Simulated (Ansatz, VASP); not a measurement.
H3Pt2 in VASP and in Ansatz

```xyz
5
Lattice="2.8384 0.0000 0.0000 -1.4192 2.4582 0.0000 0.0000 0.0000 7.9113" Properties=species:S:1:pos:R:3 pbc="T T T"
H     0.0000    0.0000    0.0000
H     0.0000    1.6388    2.2554
H     1.4192    0.8194    5.6560
Pt    0.0000    1.6388    6.5305
Pt    1.4192    0.8194    1.3809
```

Change from the starting cell: species swapped into the Al3Cu2 type (P-3m1, No. 164).

Alike in both runs: functional PBE; k mesh 18 × 18 × 6; occupations gaussian, width 0.1 eV; no spin polarisation.

Ansatz relaxed the structure, and its values are those at the end. VASP's run is a single point on that final structure, the one shown.

|  | VASP | Ansatz |
| --- | --- | --- |
| version | VASP 6.6.1 | Ansatz 0.2.0 |
| potentials or method | VASP PAW PBE potentials, release 64 (H, Pt), cutoff 520 eV | scalar-relativistic, plane waves, PAW |
| valence electrons in the cell | 23 | 39 |

|  | VASP | Ansatz | Ansatz less VASP |
| --- | --- | --- | --- |
| gap on the k mesh at the Fermi level (eV) | none | none | - |
| pressure (GPa) | -0.2 | 0.0 | +0.21 |
| rms of the force components (eV/Å) | 0.004 | 0.003 | -0.0010 |

A gap of «none» marks a metal or a gap that the smearing closes. VASP's potentials hold 23 valence electrons a cell and Ansatz's 39, so a difference there can come from the potentials and not from the codes.

Spin-orbit coupling is off throughout.
